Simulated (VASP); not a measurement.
Crystal: Hg.

```xyz
1
Lattice="0.0000 2.2596 2.2596 2.2596 0.0000 2.2596 2.2596 2.2596 0.0000" Properties=species:S:1:pos:R:3 pbc="T T T"
Hg    0.0000    0.0000    0.0000
```

```yaml
Program: VASP 6.6.1
Task: relaxation of cell and atoms
Functional: LDA
Potentials_or_basis: VASP PAW LDA potentials, release 64 (Hg)
Cutoff: 600 eV
k_mesh: 12 × 12 × 12
Occupations: fermi-dirac, width 0.1 eV
Spin: no spin polarisation
```

At the start: pressure -1.5 GPa; volume 23.07 Å³/atom.

Question: How do energy, volume and symmetry change on relaxing?

Answer: Over 3 steps the energy falls by 3.6 meV/atom and the volume is 22.33 Å³/atom (-3.2 %); space group Fm-3m (No. 225, to 0.05 Å).

Step by step:
```csv
step,energy change (eV),largest force (eV/Å),pressure (GPa),volume (Å³)
1,0.0000,0.0000,-1.48,23.07
2,-0.0036,0.0000,-0.08,22.37
3,-0.0036,0.0000,-0.01,22.33
```

Final structure:
```
CELL_PARAMETERS angstrom
0.00000 2.23510 2.23510
2.23510 0.00000 2.23510
2.23510 2.23510 0.00000
ATOMIC_POSITIONS crystal
Hg 0.00000 0.00000 0.00000
```
